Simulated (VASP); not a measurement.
# Rb3Li2 (P4/mmm) in VASP: single point with PBE

Aim: the single point of Rb3Li2 with PBE.

All numbers are computed with VASP 6.6.1; they aren't measurements. Logs are shortened: lines on timing, memory, paths and dates and some standing lists are left out, and cuts for length are marked.

## (1) The cell of the first run

Symmetry: P4/mmm, No. 123, tetragonal system. The conventional cell has a = 5.082 Å, b = 5.082 Å, c = 13.227 Å, α = 90.00°, β = 90.00°, γ = 90.00°. Rb (site symmetry 4mm) has 8 Li at 4.26 to 5.62 Å and 6 Rb at 4.33 to 5.08 Å within 5.7 Å. Rb (site symmetry 4/mmm) has 4 Li at 3.59 Å and 2 Rb at 4.33 Å within 4.7 Å. Li (site symmetry 4/mmm) has 8 Rb at 4.26 Å and 4 Li at 5.08 Å within 5.6 Å. Li (site symmetry 4/mmm) has 4 Rb at 3.59 Å within 4.7 Å.

The cell was generated, and may not be a known phase.

## (2) Single point, PBE

The input, INCAR:

```
SYSTEM = Rb3Li2
PREC     = Accurate       ! precision mode
ENCUT    = 520            ! plane-wave cutoff, eV
EDIFF    = 1E-6           ! SCF threshold, eV
ISMEAR   = 0              ! smearing method
SIGMA    = 0.1            ! smearing width, eV
LREAL    = .FALSE.        ! projectors in reciprocal space
LASPH    = .TRUE.         ! aspherical terms in the spheres
NELM     = 80             ! most SCF steps
ALGO     = Fast           ! electronic algorithm
ISIF     = 2              ! what is computed and relaxed
LWAVE    = .FALSE.        ! write WAVECAR
LCHARG   = .FALSE.        ! write CHGCAR
GGA      = PE             ! functional
NBANDS   = 24             ! bands
```

The input, KPOINTS:

```
Automatic mesh
0
G
  8 8 4
  0 0 0
```

The input, POSCAR:

```
Rb3Li2
1.0
    5.0820743367      0.0000000000      0.0000000000
    0.0000000000      5.0820743367      0.0000000000
    0.0000000000      0.0000000000     13.2265672362
Rb Li
3 2
Direct
    0.5000000000      0.5000000000      0.1729885803
    0.5000000000      0.5000000000      0.8270114197
    0.5000000000      0.5000000000      0.5000000000
    0.0000000000      0.0000000000      0.0000000000
    0.0000000000      0.0000000000      0.5000000000
```

Potentials or basis: VASP PAW PBE potentials, release 64 (Rb_sv, Li_sv).

Started as:

```bash
cat potpaw_PBE.64/Rb_sv/POTCAR potpaw_PBE.64/Li_sv/POTCAR > POTCAR
mpirun -np 1 vasp_std > vasp.out
```

OUTCAR:

```text
SYSTEM = Rb3Li2
   PREC = Accurate
   ENCUT = 520
   EDIFF = 1E-6
   ISMEAR = 0
   LREAL = .FALSE.
   LASPH = .TRUE.
   NELM = 80
   ISIF = 2
   GGA = PE

 ion  position               nearest neighbor table
   1  0.500  0.500  0.173-   3 4.33   2 4.58
   2  0.500  0.500  0.827-   3 4.33   1 4.58
   3  0.500  0.500  0.500-   5 3.59   5 3.59   5 3.59   5 3.59   1 4.33   2 4.33
   4  0.000  0.000  0.000-
   5  0.000  0.000  0.500-   3 3.59   3 3.59   3 3.59   3 3.59

  LATTYP: Found a simple tetragonal cell.
 ALAT       =     5.0820743367
 C/A-ratio  =     2.6025922409

  Lattice vectors:

 A1 = (   5.0820743367,   0.0000000000,   0.0000000000)
 A2 = (   0.0000000000,   5.0820743367,   0.0000000000)
 A3 = (   0.0000000000,   0.0000000000,  13.2265672362)

Analysis of symmetry for initial positions (statically):
=====================================================================
 Subroutine PRICEL returns:
 Original cell was already a primitive cell.

 Routine SETGRP: Setting up the symmetry group for a
 simple tetragonal supercell.

 Subroutine GETGRP returns: Found 16 space group operations
 (whereof 16 operations were pure point group operations)
 out of a pool of 16 trial point group operations.

The static configuration has the point symmetry D_4h.

Analysis of symmetry for dynamics (positions and initial velocities):
=====================================================================
 Subroutine PRICEL returns:
 Original cell was already a primitive cell.

 Routine SETGRP: Setting up the symmetry group for a
 simple tetragonal supercell.

 Subroutine GETGRP returns: Found 16 space group operations
 (whereof 16 operations were pure point group operations)
 out of a pool of 16 trial point group operations.

The dynamic configuration has the point symmetry D_4h.

 Subroutine INISYM returns: Found 16 space group operations
 (whereof 16 operations are pure point group operations),
 and found     1 'primitive' translations

----------------------------------------------------------------------------------------

                                     Primitive cell

  volume of cell :     341.6089

  direct lattice vectors                    reciprocal lattice vectors
     5.082074337  0.000000000  0.000000000     0.196770046  0.000000000  0.000000000
     0.000000000  5.082074337  0.000000000     0.000000000  0.196770046  0.000000000
     0.000000000  0.000000000 13.226567236     0.000000000  0.000000000  0.075605407

  length of vectors
     5.082074337  5.082074337 13.226567236     0.196770046  0.196770046  0.075605407

  position of ions in fractional coordinates (direct lattice)
     0.500000000  0.500000000  0.172988580
     0.500000000  0.500000000  0.827011420
     0.500000000  0.500000000  0.500000000
     0.000000000  0.000000000  0.000000000
     0.000000000  0.000000000  0.500000000

  ion indices of the primitive-cell ions
   primitive index   ion index
                 1           1
                 2           2
                 3           3
                 4           4
                 5           5

----------------------------------------------------------------------------------------

 KPOINTS: Automatic mesh

Automatic generation of k-mesh.
 Grid dimensions read from file:
 generate k-points for:    8    8    4

 Generating k-lattice:

  Cartesian coordinates                     Fractional coordinates (reciprocal lattice)
     0.024596256  0.000000000  0.000000000     0.125000000  0.000000000  0.000000000
     0.000000000  0.024596256  0.000000000     0.000000000  0.125000000  0.000000000
     0.000000000  0.000000000  0.018901352     0.000000000  0.000000000  0.250000000

  Length of vectors
     0.024596256  0.024596256  0.018901352

  Shift w.r.t. Gamma in fractional coordinates (k-lattice)
     0.000000000  0.000000000  0.000000000

 Subroutine IBZKPT returns following result:
 ===========================================

 Found     45 irreducible k-points:

 Following reciprocal coordinates:
            Coordinates               Weight
  0.000000  0.000000  0.000000      1.000000
  0.125000  0.000000  0.000000      4.000000
  0.250000  0.000000  0.000000      4.000000
  0.375000  0.000000  0.000000      4.000000
  0.500000  0.000000  0.000000      2.000000
  0.125000  0.125000  0.000000      4.000000
[... 16 lines left out ...]
  0.375000  0.125000  0.250000     16.000000
  0.500000  0.125000  0.250000      8.000000
 [... further k-points ...]
   k-points           NKPTS =     45   k-points in BZ     NKDIM =     45   number of bands    NBANDS=     24
   number of dos      NEDOS =    301   number of ions     NIONS =      5
   total plane-waves  NPLWV = 156800
   dimension x,y,z NGX =    40 NGY =   40 NGZ =   98
   dimension x,y,z NGXF=    80 NGYF=   80 NGZF=  196
   ions per type =               3   2
   NGX,Y,Z   is equivalent  to a cutoff of  13.08, 13.08, 12.32 a.u.
   NGXF,Y,Z  is equivalent  to a cutoff of  26.17, 26.17, 24.64 a.u.
 SYSTEM =  Rb3Li2
   PREC   = accura    normal or accurate (medium, high low for compatibility)
   ISTART =      0    job   : 0-new  1-cont  2-samecut
   ICHARG =      2    charge: 1-file 2-atom 10-const
   ISPIN  =      1    spin polarized calculation?
   LNONCOLLINEAR =      F non collinear calculations
   LSORBIT =      F    spin-orbit coupling
   LASPH  =      T    aspherical Exc in radial PAW
   ENCUT  =  520.0 eV  38.22 Ry    6.18 a.u.   9.45  9.45 24.59*2*pi/ulx,y,z
   NELM   =     80;   NELMIN=  2; NELMDL= -5     # of ELM steps
   EDIFF  = 0.1E-05   stopping-criterion for ELM
   LREAL  =      F    real-space projection
   EDIFFG = 0.1E-04   stopping-criterion for IOM
   NSW    =      0    number of steps for IOM
   IBRION =     -1    ionic relax: 0-MD 1-quasi-New 2-CG
   NFREE  =      0    steps in history (QN), initial steepest desc. (CG)
   ISIF   =      2    stress and relaxation
   ISYM   =      2    0-nonsym 1-usesym 2-fastsym
   POTIM  = 0.5000    time-step for ionic-motion
   TEBEG  =    0.0;   TEEND  =   0.0 temperature during run
   PSTRESS=    0.0 pullay stress
   NELECT =      33.0000    total number of electrons
   NUPDOWN=      -1.0000    fix difference up-down
   EMIN   =  10.00;   EMAX   =-10.00  energy-range for DOS
   EFERMI =   0.00;   METHOD = LEGACY
   ISMEAR =     0;   SIGMA  =   0.10  broadening in eV -4-tet -1-fermi 0-gaus
   EFERMI_NEDOS =   21; number of points for ismear=-14 and -15
   IALGO  =     68    algorithm
   IMIX   =      4    mixing-type and parameters
     AMIX     =   0.40;   BMIX     =  1.00
     AMIX_MAG =   1.60;   BMIX_MAG =  1.00
  volume/ion in A,a.u.               =      68.32       461.06
  Fermi-wavevector in a.u.,A,eV,Ry     =   0.751167  1.419500  7.677110  0.564252
  Thomas-Fermi vector in A             =   1.848086
   LORBIT       =      0    0 simple, 1 ext, 2 COOP (PROOUT), +10 PAW based schemes
   GGA     = PE    functional components
   LHFCALC =     F    Hartree Fock is set to
   AEXX    =    0.0000 exact exchange contribution
   IVDW    =     0    specifies the selected vdW correction
   LEPSILON=     F    determine dielectric tensor
   LRPA    =     F    only Hartree local field effects (RPA)
 non-spin polarized calculation
 RMM-DIIS sequential band-by-band and
 Gauss-broadening in eV      SIGMA  =   0.10
  energy-cutoff  :      520.00
  volume of cell :      341.61
 maximum number of plane-waves:      9237
 NGX is ok and might be reduce to    40
   NGX = 19   NGY = 19   NGZ = 49

 number of electron      33.0000016 magnetization

 Free energy of the ion-electron system (eV)
  ---------------------------------------------------
  ext. energy  EPLUGINS =         0.00000000
  ---------------------------------------------------
  free energy    TOTEN  =        -5.23954175 eV

  energy without entropy =       -5.22617866  energy(sigma->0) =       -5.23286020

 E-fermi :  -0.1749     XC(G=0):  -5.5328

 val. band max:       -0.1766390537   @ k =   0.5000   0.5000   0.2500
 cond. band min:      -0.1701066698   @ k =   0.5000   0.3750   0.5000
 fundamental gap:      0.0065323840
 Fermi energy:        -0.1749084868

 k-point     1 :       0.0000    0.0000    0.0000
  band No.  band energies     occupation
      1     -48.2481      2.00000
      2     -48.1852      2.00000
      3     -28.9569      2.00000
      4     -28.9544      2.00000
      5     -28.8455      2.00000
      6     -13.1007      2.00000
[... 16 lines left out ...]
     23       2.5397      0.00000
     24       2.5457      0.00000

 k-point     2 :       0.1250    0.0000    0.0000
  band No.  band energies     occupation
      1     -48.2481      2.00000
      2     -48.1852      2.00000
      3     -28.9567      2.00000
      4     -28.9542      2.00000
      5     -28.8453      2.00000
      6     -13.0999      2.00000
[... 16 lines left out ...]
     23       2.5741      0.00000
     24       2.6663      0.00000

 k-point     3 :       0.2500    0.0000    0.0000
  band No.  band energies     occupation
      1     -48.2481      2.00000
      2     -48.1852      2.00000
      3     -28.9563      2.00000
      4     -28.9538      2.00000
      5     -28.8449      2.00000
      6     -13.0980      2.00000
[... 16 lines left out ...]
     23       2.3408      0.00000
     24       2.4061      0.00000

 k-point     4 :       0.3750    0.0000    0.0000
  band No.  band energies     occupation
      1     -48.2481      2.00000
      2     -48.1852      2.00000
      3     -28.9559      2.00000
      4     -28.9534      2.00000
      5     -28.8445      2.00000
      6     -13.0960      2.00000
[... 16 lines left out ...]
     23       2.0935      0.00000
     24       2.5101      0.00000

 k-point     5 :       0.5000    0.0000    0.0000
  band No.  band energies     occupation
      1     -48.2481      2.00000
      2     -48.1852      2.00000
      3     -28.9558      2.00000
      4     -28.9532      2.00000
      5     -28.8443      2.00000
      6     -13.0952      2.00000
[... 16 lines left out ...]
     23       2.1917      0.00000
     24       2.2903      0.00000

 k-point     6 :       0.1250    0.1250    0.0000
  band No.  band energies     occupation
      1     -48.2481      2.00000
      2     -48.1852      2.00000
      3     -28.9566      2.00000
      4     -28.9540      2.00000
      5     -28.8452      2.00000
      6     -13.0991      2.00000
[... 16 lines left out ...]
     23       2.2055      0.00000
     24       2.4953      0.00000
[... 379 lines left out ...]
 k-point    21 :       0.1250    0.1250    0.2500
  band No.  band energies     occupation
      1     -48.2481      2.00000
      2     -48.1852      2.00000
      3     -28.9565      2.00000
      4     -28.9541      2.00000
      5     -28.8452      2.00000
      6     -13.1286      2.00000
[... 16 lines left out ...]
     23       2.1646      0.00000
     24       2.5972      0.00000

 k-point    22 :       0.2500    0.1250    0.2500
  band No.  band energies     occupation
      1     -48.2481      2.00000
      2     -48.1852      2.00000
      3     -28.9561      2.00000
      4     -28.9537      2.00000
      5     -28.8447      2.00000
      6     -13.1265      2.00000
[... 16 lines left out ...]
     23       2.0397      0.00000
     24       2.1234      0.00000

 k-point    23 :       0.3750    0.1250    0.2500
  band No.  band energies     occupation
      1     -48.2481      2.00000
      2     -48.1852      2.00000
      3     -28.9557      2.00000
      4     -28.9533      2.00000
      5     -28.8443      2.00000
      6     -13.1243      2.00000
[... 16 lines left out ...]
     23       2.0649      0.00000
     24       2.1507      0.00000

 k-point    24 :       0.5000    0.1250    0.2500
  band No.  band energies     occupation
      1     -48.2481      2.00000
      2     -48.1851      2.00000
      3     -28.9555      2.00000
      4     -28.9531      2.00000
      5     -28.8441      2.00000
      6     -13.1234      2.00000
[... 16 lines left out ...]
     23       1.9500      0.00000
     24       2.2472      0.00000

 [... further k-points ...]

------------------------ aborting loop because EDIFF is reached ----------------------------------------

  FORCE on cell =-STRESS in cart. coord.  units (eV):
  Direction    XX          YY          ZZ          XY          YZ          ZX
  --------------------------------------------------------------------------------------
  -------------------------------------------------------------------------------------
  Total       -0.0197798     -0.0197798     -0.0310594      0.0000000      0.0000000      0.0000000
  in kB       -0.0927692     -0.0927692     -0.1456717      0.0000000      0.0000000      0.0000000
  external PRESSURE =      -0.1104033 kB  Pullay stress =       0.0000000 kB

 VOLUME and BASIS-vectors are now :
 -----------------------------------------------------------------------------
  energy-cutoff  :      520.00
  volume of cell :      341.61
      direct lattice vectors                 reciprocal lattice vectors
     5.082074337  0.000000000  0.000000000     0.196770046  0.000000000  0.000000000
     0.000000000  5.082074337  0.000000000     0.000000000  0.196770046  0.000000000
     0.000000000  0.000000000 13.226567236     0.000000000  0.000000000  0.075605407

 POSITION                                       TOTAL-FORCE (eV/Angst)
 -----------------------------------------------------------------------------------
      2.54104      2.54104      2.28805         0.000000     -0.000000     -0.000714
      2.54104      2.54104     10.93852        -0.000000      0.000000      0.000714
      2.54104      2.54104      6.61328         0.000000      0.000000      0.000000
      0.00000      0.00000      0.00000         0.000000      0.000000      0.000000
      0.00000      0.00000      6.61328         0.000000      0.000000      0.000000
 -----------------------------------------------------------------------------------
    total drift:                                0.000000     -0.000000      0.000000

  FREE ENERGIE OF THE ION-ELECTRON SYSTEM (eV)
  ---------------------------------------------------
  free  energy   TOTEN  =        -5.2395417504 eV

  energy  without entropy=       -5.2261786588  energy(sigma->0) =       -5.23286020
```

Run time: 40 min. Hardware: 1 thread of AMD EPYC 7R43 (Zen 3), shared host; peak memory 0.52 GiB.

What came out:

```
Free energy            : -5.2395 eV
Band gap on the k mesh : zero (an odd number of electrons rules out a gap without spin polarisation)
```

Caveat: the cutoff is under 1.25 times the usual one of these potentials, so pressure, stress and relaxed cells hold a basis-set (Pulay) error.
